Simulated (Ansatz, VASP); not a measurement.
ScAl: VASP beside Ansatz

```
Sc Al
1.0
     3.27613    0.00000    0.00000
     0.00000    3.27613    0.00000
     0.00000    0.00000    3.27613
Sc Al
1 1
Cartesian
  1.6381 1.6381 1.6381
  0.0000 0.0000 0.0000
```

Alike in both runs: task single point; functional PBEsol; k mesh 12 × 12 × 12; occupations gaussian, width 0.1 eV; no spin polarisation.

```csv
,VASP,Ansatz
version,VASP 6.6.1,Ansatz 0.2.0
potentials or method,"VASP PAW PBE potentials, release 64 (Sc_sv, Al), cutoff 520 eV","scalar-relativistic, plane waves, PAW"
valence electrons in the cell,14,14
```

```csv
,VASP,Ansatz,Ansatz less VASP
gap on the k mesh at the Fermi level (eV),none,none,-
pressure (GPa),5.9,5.7,-0.17
```

VASP's potentials were made for PBE, not for PBEsol. A gap of «none» marks a metal or a gap that the smearing closes.
